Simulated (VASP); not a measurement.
Input of a VASP 6.6.1 run:

File INCAR:

```
PREC = Accurate
ENCUT = 600
EDIFF = 1E-7
ISMEAR = 0
SIGMA = 0.1
LREAL = F
LASPH = T
NELM = 100
ALGO = Normal
ISIF = 3
LWAVE = F
LCHARG = F
GGA = PE
IVDW = 12
IBRION = 2
NSW = 100
EDIFFG = -0.002
```

Contents of KPOINTS:

```
regular mesh
0
Gamma
  15 15 10
```

Contents of POSCAR:

```
PtSe2
1.0
    3.7644458752      0.0000000000      0.0000000000
   -1.8822229376      3.2601057591      0.0000000000
    0.0000000000      0.0000000000      4.8652984040
Pt Se
1 2
Direct
    0.0000000000      0.0000000000      0.0000000000
    0.3333333333      0.6666666667      0.2644373557
    0.6666666667      0.3333333333      0.7355626443
```

Potentials or basis: VASP PAW PBE potentials, release 64 (Pt, Se).

Command:

```bash
$ cat potpaw_PBE.64/Pt/POTCAR potpaw_PBE.64/Se/POTCAR > POTCAR
$ mpirun -np 1 vasp_std > vasp.out
```

(1) Predict the space group after relaxing (to 0.05 Å).

(2) Predict the dispersion energy per atom.

Answers

(1) P-3m1 (No. 164).

(2) -0.491 eV.
